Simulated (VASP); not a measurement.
Set up this calculation in VASP 6.6.1, as the native input.

| Quantity | Value |
| --- | --- |
| Task | single point |
| Functional | PBE |
| Potentials or basis | VASP PAW PBE potentials, release 64 (Zr_sv, B) |
| Cutoff | 520 eV |
| k mesh | 24 × 24 × 12 |
| Occupations | gaussian, width 0.1 eV |
| Spin | no spin polarisation |
| Dipole correction | no |
| Further INCAR settings | ALGO = Normal; EDIFF = 1e-07; NBANDS = 14 |

The structure of ZrB lies in POSCAR:

```
ZrB
1.0
    2.9649459949      0.0000000000      0.0000000000
   -1.4824729974      2.5677185524      0.0000000000
    0.0000000000      0.0000000000      4.8020348352
Zr B
1 1
Direct
    0.0000000000      0.0000000000      0.0000000000
    0.0000000000      0.0000000000      0.5000000000
```

These files were run (other wordings do the same):

INCAR

```
  PREC = Accurate
  ENCUT = 520
  EDIFF = 1E-7
  ISMEAR = 0
  SIGMA = 0.1
  LREAL = F
  LASPH = T
  NELM = 80
  ALGO = Normal
  ISIF = 2
  LWAVE = F
  LCHARG = F
  GGA = PE
  NBANDS = 14
```

KPOINTS

```
regular mesh
0
Gamma
  24 24 12
```

Potentials or basis: VASP PAW PBE potentials, release 64 (Zr_sv, B).

Launch:

```bash
$ cat potpaw_PBE.64/Zr_sv/POTCAR potpaw_PBE.64/B/POTCAR > POTCAR
$ mpirun -np 1 vasp_std > vasp.out
```

It gave:

```
Pressure : 0.0 GPa
```

Run time: 100 s on 1 thread of Intel Xeon 6975P-C, with other jobs on the host, peak memory 0.34 GiB.
